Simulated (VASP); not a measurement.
# Mg2Zn3O (P6_3/mmc) in VASP: single point with PBE

Aim: the single point of Mg2Zn3O with PBE.

All numbers are computed with VASP 6.6.1; they aren't measurements. Logs are shortened: lines on timing, memory, paths and dates and some standing lists are left out, and cuts for length are marked.

### 1 The cell of the first run

The structure is hexagonal, space group P6_3/mmc (No. 194). The conventional cell has a = 3.031 Å, b = 3.031 Å, c = 22.287 Å, α = 90.00°, β = 90.00°, γ = 120.00°. Within 2.9 Å of Mg (site symmetry 3m) lie 3 O at 2.16 Å and 3 Zn at 2.89 Å. Within 3.5 Å of Zn (site symmetry 3m) lie 9 Zn at 2.66 to 3.03 Å and 3 Mg at 2.89 Å. Zn (site symmetry -6m2) has 12 Zn at 2.66 to 3.03 Å within 3.5 Å. Within 2.9 Å of O (site symmetry -3m) lie 6 Mg at 2.16 Å.

### 2 Single point, PBE

INCAR reads:

```
ALGO = Normal
EDIFF = 1E-6
ENCUT = 520
GGA = PE
ISIF = 2
ISMEAR = 0
LASPH = T
LCHARG = F
LREAL = F
LWAVE = F
NBANDS = 58
NELM = 60
PREC = Accurate
SIGMA = 0.2
```

KPOINTS reads:

```
k-points
0
Gamma
  6 6 1
```

POSCAR reads:

```
Mg2Zn3O
1.0
    3.0314917007      0.0000000000      0.0000000000
   -1.5157458503      2.6253488241      0.0000000000
    0.0000000000      0.0000000000     22.2872983356
Mg Zn O
4 6 2
Direct
    0.6666666667      0.3333333333      0.5568842165
    0.3333333333      0.6666666667      0.4431157835
    0.3333333333      0.6666666667      0.0568842165
    0.6666666667      0.3333333333      0.9431157835
    0.0000000000      0.0000000000      0.8398352469
    0.3333333333      0.6666666667      0.7500000000
    0.0000000000      0.0000000000      0.6601647531
    0.0000000000      0.0000000000      0.3398352469
    0.6666666667      0.3333333333      0.2500000000
    0.0000000000      0.0000000000      0.1601647531
    0.0000000000      0.0000000000      0.5000000000
    0.0000000000      0.0000000000      0.0000000000
```

Potentials or basis: VASP PAW PBE potentials, release 64 (Mg, Zn, O).

On the command line:

```
$ cat potpaw_PBE.64/Mg/POTCAR potpaw_PBE.64/Zn/POTCAR potpaw_PBE.64/O/POTCAR > POTCAR
$ mpirun -np 1 vasp_std > vasp.out
```

OUTCAR:

```text
EDIFF = 1E-6
   ENCUT = 520
   GGA = PE
   ISIF = 2
   ISMEAR = 0
   LASPH = T
   LREAL = F
   NELM = 60
   PREC = Accurate

 ion  position               nearest neighbor table
   1  0.667  0.333  0.557-  11 2.16  11 2.16  11 2.16   7 2.89   7 2.89   7 2.89   2 3.08   2 3.08
                             2 3.08
   2  0.333  0.667  0.443-  11 2.16  11 2.16  11 2.16   8 2.89   8 2.89   8 2.89   1 3.08   1 3.08
                             1 3.08
   3  0.333  0.667  0.057-  12 2.16  12 2.16  12 2.16  10 2.89  10 2.89  10 2.89   4 3.08   4 3.08
                             4 3.08
   4  0.667  0.333  0.943-  12 2.16  12 2.16  12 2.16   5 2.89   5 2.89   5 2.89   3 3.08   3 3.08
                             3 3.08
   5  0.000  0.000  0.840-   6 2.66   6 2.66   6 2.66   4 2.89   4 2.89   4 2.89
   6  0.333  0.667  0.750-   5 2.66   7 2.66   5 2.66   7 2.66   5 2.66   7 2.66
   7  0.000  0.000  0.660-   6 2.66   6 2.66   6 2.66   1 2.89   1 2.89   1 2.89
   8  0.000  0.000  0.340-   9 2.66   9 2.66   9 2.66   2 2.89   2 2.89   2 2.89
   9  0.667  0.333  0.250-   8 2.66  10 2.66   8 2.66  10 2.66   8 2.66  10 2.66
  10  0.000  0.000  0.160-   9 2.66   9 2.66   9 2.66   3 2.89   3 2.89   3 2.89
  11  0.000  0.000  0.500-   1 2.16   2 2.16   2 2.16   1 2.16   1 2.16   2 2.16
  12  0.000  0.000  0.000-   3 2.16   4 2.16   3 2.16   4 2.16   4 2.16   3 2.16

  LATTYP: Found a hexagonal cell.
 ALAT       =     3.0314917007
 C/A-ratio  =     7.3519245758

  Lattice vectors:

 A1 = (   3.0314917007,   0.0000000000,   0.0000000000)
 A2 = (  -1.5157458503,   2.6253488241,   0.0000000000)
 A3 = (   0.0000000000,   0.0000000000,  22.2872983356)

Analysis of symmetry for initial positions (statically):
=====================================================================
 Subroutine PRICEL returns:
 Original cell was already a primitive cell.

 Routine SETGRP: Setting up the symmetry group for a
 hexagonal supercell.

 Subroutine GETGRP returns: Found 24 space group operations
 (whereof 12 operations were pure point group operations)
 out of a pool of 24 trial point group operations.

The static configuration has the point symmetry D_3d.
 The point group associated with its full space group is D_6h.

Analysis of symmetry for dynamics (positions and initial velocities):
=====================================================================
 Subroutine PRICEL returns:
 Original cell was already a primitive cell.

 Routine SETGRP: Setting up the symmetry group for a
 hexagonal supercell.

 Subroutine GETGRP returns: Found 24 space group operations
 (whereof 12 operations were pure point group operations)
 out of a pool of 24 trial point group operations.

The dynamic configuration has the point symmetry D_3d.
 The point group associated with its full space group is D_6h.

 Subroutine INISYM returns: Found 24 space group operations
 (whereof 12 operations are pure point group operations),
 and found     1 'primitive' translations

----------------------------------------------------------------------------------------

                                     Primitive cell

  volume of cell :     177.3784

  direct lattice vectors                    reciprocal lattice vectors
     3.031491701  0.000000000  0.000000000     0.329870605  0.190450882  0.000000000
    -1.515745850  2.625348824  0.000000000     0.000000000  0.380901765  0.000000000
     0.000000000  0.000000000 22.287298336     0.000000000  0.000000000  0.044868606

  length of vectors
     3.031491701  3.031491701 22.287298336     0.380901765  0.380901765  0.044868606

  position of ions in fractional coordinates (direct lattice)
     0.666666667  0.333333333  0.556884217
     0.333333333  0.666666667  0.443115783
     0.333333333  0.666666667  0.056884217
     0.666666667  0.333333333  0.943115783
     0.000000000  0.000000000  0.839835247
     0.333333333  0.666666667  0.750000000
     0.000000000  0.000000000  0.660164753
     0.000000000  0.000000000  0.339835247
     0.666666667  0.333333333  0.250000000
     0.000000000  0.000000000  0.160164753
     0.000000000  0.000000000  0.500000000
     0.000000000  0.000000000  0.000000000

  ion indices of the primitive-cell ions
   primitive index   ion index
                 1           1
                 2           2
                 3           3
                 4           4
                 5           5
                 6           6
                 7           7
                 8           8
                 9           9
                10          10
                11          11
                12          12

----------------------------------------------------------------------------------------

 KPOINTS: k-points

Automatic generation of k-mesh.
 Grid dimensions read from file:
 generate k-points for:    6    6    1

 Generating k-lattice:

  Cartesian coordinates                     Fractional coordinates (reciprocal lattice)
     0.054978434  0.031741814  0.000000000     0.166666667  0.000000000  0.000000000
     0.000000000  0.063483627  0.000000000     0.000000000  0.166666667  0.000000000
     0.000000000  0.000000000  0.044868606     0.000000000  0.000000000  1.000000000

  Length of vectors
     0.063483627  0.063483627  0.044868606

  Shift w.r.t. Gamma in fractional coordinates (k-lattice)
     0.000000000  0.000000000  0.000000000

 Subroutine IBZKPT returns following result:
 ===========================================

 Found      7 irreducible k-points:

 Following reciprocal coordinates:
            Coordinates               Weight
  0.000000  0.000000  0.000000      1.000000
  0.166667 -0.000000  0.000000      6.000000
  0.333333 -0.000000  0.000000      6.000000
  0.500000 -0.000000  0.000000      3.000000
  0.166667  0.166667  0.000000      6.000000
  0.333333  0.166667  0.000000     12.000000
  0.333333  0.333333  0.000000      2.000000
   k-points           NKPTS =      7   k-points in BZ     NKDIM =      7   number of bands    NBANDS=     58
   number of dos      NEDOS =    301   number of ions     NIONS =     12
   total plane-waves  NPLWV =  96768
   dimension x,y,z NGX =    24 NGY =   24 NGZ =  168
   dimension x,y,z NGXF=    48 NGYF=   48 NGZF=  336
   ions per type =               4   6   2
   NGX,Y,Z   is equivalent  to a cutoff of  13.16, 13.16, 12.53 a.u.
   NGXF,Y,Z  is equivalent  to a cutoff of  26.32, 26.32, 25.06 a.u.
 SYSTEM =  unknown system
   PREC   = accura    normal or accurate (medium, high low for compatibility)
   ISTART =      0    job   : 0-new  1-cont  2-samecut
   ICHARG =      2    charge: 1-file 2-atom 10-const
   ISPIN  =      1    spin polarized calculation?
   LNONCOLLINEAR =      F non collinear calculations
   LSORBIT =      F    spin-orbit coupling
   LASPH  =      T    aspherical Exc in radial PAW
   ENCUT  =  520.0 eV  38.22 Ry    6.18 a.u.   5.64  5.64 41.44*2*pi/ulx,y,z
   NELM   =     60;   NELMIN=  2; NELMDL= -5     # of ELM steps
   EDIFF  = 0.1E-05   stopping-criterion for ELM
   LREAL  =      F    real-space projection
   EDIFFG = 0.1E-04   stopping-criterion for IOM
   NSW    =      0    number of steps for IOM
   IBRION =     -1    ionic relax: 0-MD 1-quasi-New 2-CG
   NFREE  =      0    steps in history (QN), initial steepest desc. (CG)
   ISIF   =      2    stress and relaxation
   ISYM   =      2    0-nonsym 1-usesym 2-fastsym
   POTIM  = 0.5000    time-step for ionic-motion
   TEBEG  =    0.0;   TEEND  =   0.0 temperature during run
   PSTRESS=    0.0 pullay stress
   NELECT =      92.0000    total number of electrons
   NUPDOWN=      -1.0000    fix difference up-down
   EMIN   =  10.00;   EMAX   =-10.00  energy-range for DOS
   EFERMI =   0.00;   METHOD = LEGACY
   ISMEAR =     0;   SIGMA  =   0.20  broadening in eV -4-tet -1-fermi 0-gaus
   EFERMI_NEDOS =   21; number of points for ismear=-14 and -15
   IALGO  =     38    algorithm
   IMIX   =      4    mixing-type and parameters
     AMIX     =   0.40;   BMIX     =  1.00
     AMIX_MAG =   1.60;   BMIX_MAG =  1.00
  volume/ion in A,a.u.               =      14.78        99.75
  Fermi-wavevector in a.u.,A,eV,Ry     =   1.315337  2.485627 23.539609  1.730112
  Thomas-Fermi vector in A             =   2.445527
   LORBIT       =      0    0 simple, 1 ext, 2 COOP (PROOUT), +10 PAW based schemes
   GGA     = PE    functional components
   LHFCALC =     F    Hartree Fock is set to
   AEXX    =    0.0000 exact exchange contribution
   IVDW    =     0    specifies the selected vdW correction
   LEPSILON=     F    determine dielectric tensor
   LRPA    =     F    only Hartree local field effects (RPA)
 non-spin polarized calculation
 Gauss-broadening in eV      SIGMA  =   0.20
  energy-cutoff  :      520.00
  volume of cell :      177.38
 maximum number of plane-waves:      4804
 NGX is ok and might be reduce to    24
   NGX = 11   NGY = 11   NGZ = 83

 number of electron      92.0000073 magnetization

 Free energy of the ion-electron system (eV)
  ---------------------------------------------------
  ext. energy  EPLUGINS =         0.00000000
  ---------------------------------------------------
  free energy    TOTEN  =       -31.77969202 eV

  energy without entropy =      -31.74025938  energy(sigma->0) =      -31.75997570

 E-fermi :   3.5847     XC(G=0): -10.5958

 val. band max:        3.5479148159   @ k =   0.3333   0.3333   0.0000
 cond. band min:       3.6658628494   @ k =   0.5000  -0.0000   0.0000
 fundamental gap:      0.1179480335
 Fermi energy:         3.5847251074

 k-point     1 :       0.0000    0.0000    0.0000
  band No.  band energies     occupation
      1     -16.6643      2.00000
      2     -16.6642      2.00000
      3      -5.5990      2.00000
      4      -5.5151      2.00000
      5      -4.6563      2.00000
      6      -4.2286      2.00000
[... 416 lines left out ...]
     57       6.7462      0.00000
     58       6.7462      0.00000

------------------------ aborting loop because EDIFF is reached ----------------------------------------

  FORCE on cell =-STRESS in cart. coord.  units (eV):
  Direction    XX          YY          ZZ          XY          YZ          ZX
  --------------------------------------------------------------------------------------
  -------------------------------------------------------------------------------------
  Total        0.1096120      0.1096120     -0.1369055      0.0000000      0.0000000      0.0000000
  in kB        0.9900744      0.9900744     -1.2366036      0.0000000      0.0000000      0.0000000
  external PRESSURE =       0.2478484 kB  Pullay stress =       0.0000000 kB

 VOLUME and BASIS-vectors are now :
 -----------------------------------------------------------------------------
  energy-cutoff  :      520.00
  volume of cell :      177.38
      direct lattice vectors                 reciprocal lattice vectors
     3.031491701  0.000000000  0.000000000     0.329870605  0.190450882  0.000000000
    -1.515745850  2.625348824  0.000000000     0.000000000  0.380901765  0.000000000
     0.000000000  0.000000000 22.287298336     0.000000000  0.000000000  0.044868606

 POSITION                                       TOTAL-FORCE (eV/Angst)
 -----------------------------------------------------------------------------------
      1.51575      0.87512     12.41144        -0.000000      0.000000      0.012734
     -0.00000      1.75023      9.87585         0.000000     -0.000000     -0.012734
     -0.00000      1.75023      1.26780         0.000000     -0.000000      0.012734
      1.51575      0.87512     21.01950        -0.000000      0.000000     -0.012734
      0.00000      0.00000     18.71766         0.000000     -0.000000      0.024443
     -0.00000      1.75023     16.71547        -0.000000      0.000000     -0.000000
      0.00000      0.00000     14.71329         0.000000      0.000000     -0.024443
      0.00000      0.00000      7.57401        -0.000000     -0.000000      0.024443
      1.51575      0.87512      5.57182         0.000000     -0.000000     -0.000000
      0.00000      0.00000      3.56964        -0.000000      0.000000     -0.024443
      0.00000      0.00000     11.14365        -0.000000     -0.000000     -0.000000
      0.00000      0.00000      0.00000        -0.000000     -0.000000     -0.000000
 -----------------------------------------------------------------------------------
    total drift:                               -0.000000      0.000000      0.000000

  FREE ENERGIE OF THE ION-ELECTRON SYSTEM (eV)
  ---------------------------------------------------
  free  energy   TOTEN  =       -31.7796920187 eV

  energy  without entropy=      -31.7402593769  energy(sigma->0) =      -31.75997570
```

It took 53 s on 1 thread of Intel Xeon 6975P-C (Granite Rapids), shared host; peak memory 0.31 GiB.

What came out:

- Free energy: -31.7797 eV
- Pressure: 0.0 GPa
- Largest force: 0.024 eV/Å
- Band gap on the k mesh: zero (band 46 reaches 3.78 eV, above the bottom of band 47 at 2.97 eV)

Forces in eV/Å, atoms in the order of the input:
```
Mg   0.000  0.000  0.013
Mg   0.000  0.000 -0.013
Mg   0.000  0.000  0.013
Mg   0.000  0.000 -0.013
Zn   0.000  0.000  0.024
Zn   0.000  0.000  0.000
Zn   0.000  0.000 -0.024
Zn   0.000  0.000  0.024
Zn   0.000  0.000  0.000
Zn   0.000  0.000 -0.024
O    0.000  0.000  0.000
O    0.000  0.000  0.000
```

Stress tensor (GPa, compression positive):
```
 0.10  0.00  0.00
 0.00  0.10  0.00
 0.00  0.00 -0.12
```

Caveat: the k points lie up to 0.40 Å⁻¹ apart.
